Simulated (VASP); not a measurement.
# AlN (gw) (F-43m) in VASP: notebook

The runs below take AlN (gw) through single point, with PBE.

All numbers are computed with VASP 6.6.1; they aren't measurements. Logs are shortened: lines on timing, memory, paths and dates and some standing lists are left out, and cuts for length are marked.

## 1. The cell of the first run

The structure is cubic, space group F-43m (No. 216). Conventional cell: a = 4.378 Å, b = 4.378 Å, c = 4.378 Å, α = 90.00°, β = 90.00°, γ = 90.00°. Al (site symmetry -43m) has 4 N at 1.90 Å within 2.5 Å. Within 2.5 Å of N (site symmetry -43m) lie 4 Al at 1.90 Å.

## 2. Single point, PBE

File INCAR:

```
ALGO = Normal
EDIFF = 1E-6
ENCUT = 600
GGA = PE
GGA_COMPAT = F
ISIF = 2
ISMEAR = 0
LASPH = T
LCHARG = T
LELF = T
LREAL = F
LVHAR = T
LWAVE = F
NBANDS = 11
NELM = 120
PREC = Accurate
SIGMA = 0.01
```

File KPOINTS:

```
k-points
0
Gamma
  6 6 6
```

File POSCAR:

```
AlN
1.0
    0.0000000000      2.1888380923      2.1888380923
    2.1888380923      0.0000000000      2.1888380923
    2.1888380923      2.1888380923      0.0000000000
Al N
1 1
Direct
    0.0000000000      0.0000000000      0.0000000000
    0.7500000000      0.7500000000      0.7500000000
```

Potentials or basis: VASP PAW PBE potentials, release 64 (Al, N).

The run is started by

```sh
cat potpaw_PBE.64/Al/POTCAR potpaw_PBE.64/N/POTCAR > POTCAR
mpirun -np 1 vasp_std > vasp.out
```

OUTCAR:

```text
EDIFF = 1E-6
   ENCUT = 600
   GGA = PE
   ISIF = 2
   ISMEAR = 0
   LASPH = T
   LREAL = F
   NELM = 120
   PREC = Accurate

 ion  position               nearest neighbor table
   1  0.000  0.000  0.000-   2 1.90   2 1.90   2 1.90   2 1.90
   2  0.750  0.750  0.750-   1 1.90   1 1.90   1 1.90   1 1.90

  LATTYP: Found a face centered cubic cell.
 ALAT       =     4.3776761846

  Lattice vectors:

 A1 = (   0.0000000000,   2.1888380923,   2.1888380923)
 A2 = (   2.1888380923,   0.0000000000,   2.1888380923)
 A3 = (   2.1888380923,   2.1888380923,   0.0000000000)

Analysis of symmetry for initial positions (statically):
=====================================================================
 Subroutine PRICEL returns:
 Original cell was already a primitive cell.

 Routine SETGRP: Setting up the symmetry group for a
 face centered cubic supercell.

 Subroutine GETGRP returns: Found 24 space group operations
 (whereof 24 operations were pure point group operations)
 out of a pool of 48 trial point group operations.

The static configuration has the point symmetry T_d .

Analysis of symmetry for dynamics (positions and initial velocities):
=====================================================================
 Subroutine PRICEL returns:
 Original cell was already a primitive cell.

 Routine SETGRP: Setting up the symmetry group for a
 face centered cubic supercell.

 Subroutine GETGRP returns: Found 24 space group operations
 (whereof 24 operations were pure point group operations)
 out of a pool of 48 trial point group operations.

The dynamic configuration has the point symmetry T_d .

 Subroutine INISYM returns: Found 24 space group operations
 (whereof 24 operations are pure point group operations),
 and found     1 'primitive' translations

----------------------------------------------------------------------------------------

                                     Primitive cell

  volume of cell :      20.9735

  direct lattice vectors                    reciprocal lattice vectors
     0.000000000  2.188838092  2.188838092    -0.228431697  0.228431697  0.228431697
     2.188838092  0.000000000  2.188838092     0.228431697 -0.228431697  0.228431697
     2.188838092  2.188838092  0.000000000     0.228431697  0.228431697 -0.228431697

  length of vectors
     3.095484516  3.095484516  3.095484516     0.395655305  0.395655305  0.395655305

  position of ions in fractional coordinates (direct lattice)
     0.000000000  0.000000000  0.000000000
     0.750000000  0.750000000  0.750000000

  ion indices of the primitive-cell ions
   primitive index   ion index
                 1           1
                 2           2

----------------------------------------------------------------------------------------

 KPOINTS: k-points

Automatic generation of k-mesh.
 Grid dimensions read from file:
 generate k-points for:    6    6    6

 Generating k-lattice:

  Cartesian coordinates                     Fractional coordinates (reciprocal lattice)
    -0.038071950  0.038071950  0.038071950     0.166666667  0.000000000  0.000000000
     0.038071950 -0.038071950  0.038071950     0.000000000  0.166666667  0.000000000
     0.038071950  0.038071950 -0.038071950     0.000000000  0.000000000  0.166666667

  Length of vectors
     0.065942551  0.065942551  0.065942551

  Shift w.r.t. Gamma in fractional coordinates (k-lattice)
     0.000000000  0.000000000  0.000000000

 Subroutine IBZKPT returns following result:
 ===========================================

 Found     16 irreducible k-points:

 Following reciprocal coordinates:
            Coordinates               Weight
  0.000000  0.000000  0.000000      1.000000
  0.166667  0.000000  0.000000      8.000000
  0.333333  0.000000  0.000000      8.000000
  0.500000  0.000000  0.000000      4.000000
  0.166667  0.166667  0.000000      6.000000
  0.333333  0.166667  0.000000     24.000000
[... 8 lines left out ...]
 -0.333333  0.333333  0.166667     24.000000
 -0.333333  0.500000  0.166667     12.000000
   k-points           NKPTS =     16   k-points in BZ     NKDIM =     16   number of bands    NBANDS=     11
   number of dos      NEDOS =    301   number of ions     NIONS =      2
   total plane-waves  NPLWV =  21952
   dimension x,y,z NGX =    28 NGY =   28 NGZ =   28
   dimension x,y,z NGXF=    56 NGYF=   56 NGZF=   56
   ions per type =               1   1
   NGX,Y,Z   is equivalent  to a cutoff of  15.04, 15.04, 15.04 a.u.
   NGXF,Y,Z  is equivalent  to a cutoff of  30.08, 30.08, 30.08 a.u.
 SYSTEM =  unknown system
   PREC   = accura    normal or accurate (medium, high low for compatibility)
   ISTART =      0    job   : 0-new  1-cont  2-samecut
   ICHARG =      2    charge: 1-file 2-atom 10-const
   ISPIN  =      1    spin polarized calculation?
   LNONCOLLINEAR =      F non collinear calculations
   LSORBIT =      F    spin-orbit coupling
   LASPH  =      T    aspherical Exc in radial PAW
   ENCUT  =  600.0 eV  44.10 Ry    6.64 a.u.   6.18  6.18  6.18*2*pi/ulx,y,z
   NELM   =    120;   NELMIN=  2; NELMDL= -5     # of ELM steps
   EDIFF  = 0.1E-05   stopping-criterion for ELM
   LREAL  =      F    real-space projection
[... 7 lines left out ...]
   TEBEG  =    0.0;   TEEND  =   0.0 temperature during run
   PSTRESS=    0.0 pullay stress
   NELECT =       8.0000    total number of electrons
   NUPDOWN=      -1.0000    fix difference up-down
   EMIN   =  10.00;   EMAX   =-10.00  energy-range for DOS
   EFERMI =   0.00;   METHOD = LEGACY
   ISMEAR =     0;   SIGMA  =   0.01  broadening in eV -4-tet -1-fermi 0-gaus
   EFERMI_NEDOS =   21; number of points for ismear=-14 and -15
   IALGO  =     38    algorithm
   IMIX   =      4    mixing-type and parameters
     AMIX     =   0.40;   BMIX     =  1.00
     AMIX_MAG =   1.60;   BMIX_MAG =  1.00
  volume/ion in A,a.u.               =      10.49        70.77
  Fermi-wavevector in a.u.,A,eV,Ry     =   1.187266  2.243607 19.178764  1.409599
  Thomas-Fermi vector in A             =   2.323421
   LORBIT       =      0    0 simple, 1 ext, 2 COOP (PROOUT), +10 PAW based schemes
   GGA     = PE    functional components
   LHFCALC =     F    Hartree Fock is set to
   AEXX    =    0.0000 exact exchange contribution
   IVDW    =     0    specifies the selected vdW correction
   LEPSILON=     F    determine dielectric tensor
   LRPA    =     F    only Hartree local field effects (RPA)
 non-spin polarized calculation
 Gauss-broadening in eV      SIGMA  =   0.01
  energy-cutoff  :      600.00
  volume of cell :       20.97
 maximum number of plane-waves:       725
 NGX is ok and might be reduce to    28
   NGX = 13   NGY = 13   NGZ = 13

 number of electron       7.9999999 magnetization

 Free energy of the ion-electron system (eV)
  ---------------------------------------------------
  ext. energy  EPLUGINS =         0.00000000
  ---------------------------------------------------
  free energy    TOTEN  =       -14.84355445 eV

  energy without entropy =      -14.84355445  energy(sigma->0) =      -14.84355445

 E-fermi :   5.9640     XC(G=0): -10.9043

 val. band max:        5.9095594556   @ k =   0.0000   0.0000   0.0000
 cond. band min:       9.2221673004   @ k =   0.5000   0.5000   0.0000
 fundamental gap:      3.3126078448
 Fermi energy:         5.9640009264

 k-point     1 :       0.0000    0.0000    0.0000
  band No.  band energies     occupation
      1      -9.0340      2.00000
      2       5.9096      2.00000
      3       5.9096      2.00000
      4       5.9096      2.00000
      5      10.0460      0.00000
      6      18.4023      0.00000
      7      18.4023      0.00000
      8      18.4023      0.00000
      9      23.5430      0.00000
     10      23.5430      0.00000
     11      24.9319      0.00000

 k-point     2 :       0.1667    0.0000    0.0000
  band No.  band energies     occupation
      1      -8.6395      2.00000
      2       4.0600      2.00000
      3       5.7776      2.00000
      4       5.7776      2.00000
      5      11.4697      0.00000
      6      17.4926      0.00000
      7      18.5702      0.00000
      8      18.5702      0.00000
      9      21.7463      0.00000
     10      21.7463      0.00000
     11      23.5064      0.00000

 k-point     3 :       0.3333    0.0000    0.0000
  band No.  band energies     occupation
      1      -7.6622      2.00000
      2       1.3781      2.00000
      3       5.5390      2.00000
      4       5.5390      2.00000
      5      12.8604      0.00000
      6      16.2553      0.00000
      7      17.5930      0.00000
      8      17.5930      0.00000
      9      23.1714      0.00000
     10      23.3656      0.00000
     11      23.3656      0.00000

 k-point     4 :       0.5000    0.0000    0.0000
  band No.  band energies     occupation
      1      -7.0049      2.00000
      2       0.0821      2.00000
      3       5.4305      2.00000
      4       5.4305      2.00000
      5      13.2275      0.00000
      6      15.7285      0.00000
      7      17.0125      0.00000
      8      17.0125      0.00000
      9      23.8076      0.00000
     10      25.9181      0.00000
     11      25.9181      0.00000

 k-point     5 :       0.1667    0.1667    0.0000
  band No.  band energies     occupation
      1      -8.5094      2.00000
      2       4.1839      2.00000
      3       5.3939      2.00000
      4       5.3939      2.00000
      5      11.7525      0.00000
      6      17.0033      0.00000
      7      18.4924      0.00000
      8      19.1273      0.00000
      9      19.1273      0.00000
     10      24.3788      0.00000
     11      26.6231      0.00000
[... 99 lines left out ...]
 k-point    13 :       0.5000    0.5000    0.0000
  band No.  band energies     occupation
      1      -6.3757      2.00000
      2       1.0265      2.00000
      3       4.1427      2.00000
      4       4.1427      2.00000
      5       9.2222      0.00000
      6      14.4822      0.00000
      7      19.7769      0.00000
      8      21.5593      0.00000
      9      21.5593      0.00000
     10      29.3028      0.00000
     11      29.8186      0.00000

 k-point    14 :       0.5000    0.3333    0.1667
  band No.  band energies     occupation
      1      -6.9680      2.00000
      2       1.6109      2.00000
      3       3.6027      2.00000
      4       4.6963      2.00000
      5      12.3184      0.00000
      6      16.3203      0.00000
      7      16.7208      0.00000
      8      19.3390      0.00000
      9      21.5825      0.00000
     10      25.7793      0.00000
     11      28.9144      0.00000

 k-point    15 :      -0.3333    0.3333    0.1667
  band No.  band energies     occupation
      1      -6.5120      2.00000
      2       1.3049      2.00000
      3       2.9888      2.00000
      4       4.2698      2.00000
      5      12.3821      0.00000
      6      15.9299      0.00000
      7      17.8957      0.00000
      8      18.9427      0.00000
      9      22.6549      0.00000
     10      24.4353      0.00000
     11      29.8250      0.00000

 k-point    16 :      -0.3333    0.5000    0.1667
  band No.  band energies     occupation
      1      -6.3345      2.00000
      2       1.6124      2.00000
      3       3.1429      2.00000
      4       3.4210      2.00000
      5      11.1437      0.00000
      6      16.1752      0.00000
      7      18.8256      0.00000
      8      18.8491      0.00000
      9      22.3958      0.00000
     10      26.0474      0.00000
     11      30.3481      0.00000

------------------------ aborting loop because EDIFF is reached ----------------------------------------

  FORCE on cell =-STRESS in cart. coord.  units (eV):
  Direction    XX          YY          ZZ          XY          YZ          ZX
  --------------------------------------------------------------------------------------
  -------------------------------------------------------------------------------------
  Total        0.4013360      0.4013360      0.4013360      0.0000000      0.0000000      0.0000000
  in kB       30.6582780     30.6582780     30.6582780      0.0000000      0.0000000      0.0000000
  external PRESSURE =      30.6582780 kB  Pullay stress =       0.0000000 kB

 VOLUME and BASIS-vectors are now :
 -----------------------------------------------------------------------------
  energy-cutoff  :      600.00
  volume of cell :       20.97
      direct lattice vectors                 reciprocal lattice vectors
     0.000000000  2.188838092  2.188838092    -0.228431697  0.228431697  0.228431697
     2.188838092  0.000000000  2.188838092     0.228431697 -0.228431697  0.228431697
     2.188838092  2.188838092  0.000000000     0.228431697  0.228431697 -0.228431697

 POSITION                                       TOTAL-FORCE (eV/Angst)
 -----------------------------------------------------------------------------------
      0.00000      0.00000      0.00000         0.000000     -0.000000      0.000000
      3.28326      3.28326      3.28326        -0.000000      0.000000     -0.000000
 -----------------------------------------------------------------------------------
    total drift:                               -0.000000     -0.000000     -0.000000

  FREE ENERGIE OF THE ION-ELECTRON SYSTEM (eV)
  ---------------------------------------------------
  free  energy   TOTEN  =       -14.8435544456 eV

  energy  without entropy=      -14.8435544456  energy(sigma->0) =      -14.84355445
```

It took 6.7 s on 1 thread of Intel Xeon Platinum 8259CL at 2.50GHz (Skylake/Cascade Lake), shared host; peak memory 0.14 GiB.

What came out:

| Item | Value |
| --- | --- |
| Free energy | -14.8436 eV |
| Pressure | 3.1 GPa |
| Band gap on the k mesh | 3.31 eV, indirect (least direct gap 4.14 eV) |

## 3. Single point, PBE

File INCAR:

```
SYSTEM = AlN
PREC = Accurate
ENCUT = 600
EDIFF = 1E-6
ISMEAR = 0
SIGMA = 0.01
LREAL = .False.
LASPH = .True.
NELM = 120
ALGO = Normal
ISIF = 2
LWAVE = .False.
LCHARG = .True.
GGA = PE
LELF = .True.
LVHAR = .True.
NBANDS = 11
GGA_COMPAT = .False.
```

File KPOINTS:

```
regular mesh
0
Gamma
  6 6 6
  0 0 0
```

POSCAR is that of step 2.

Potentials or basis: VASP PAW PBE potentials, release 64 (Al, N).

The run is started by

```sh
cat potpaw_PBE.64/Al/POTCAR potpaw_PBE.64/N/POTCAR > POTCAR
mpirun -np 1 vasp_std > vasp.out
```

Wall time 6.7 s (1 thread of Intel Xeon Platinum 8259CL at 2.50GHz (Skylake/Cascade Lake), shared host); peak memory 0.14 GiB.

Results (log left out):

| Item | Value |
| --- | --- |
| Free energy | -14.8436 eV |
| Pressure | 3.1 GPa |
| Band gap on the k mesh | 3.31 eV, indirect (least direct gap 4.14 eV) |

Levels at points of the mesh, in eV from the valence-band top:
```
           k point  band 2  band 3  band 4  band 5  band 6  band 7
(0.00, 0.00, 0.00)    0.00    0.00    0.00    4.14   12.49   12.49
(0.50, 0.00, 0.00)   -5.83   -0.48   -0.48    7.32    9.82   11.10
(0.50, 0.50, 0.00)   -4.88   -1.77   -1.77    3.31    8.57   13.87
```

A k mesh can miss the band edges. As with any semilocal functional, this PBE gap is likely too small.
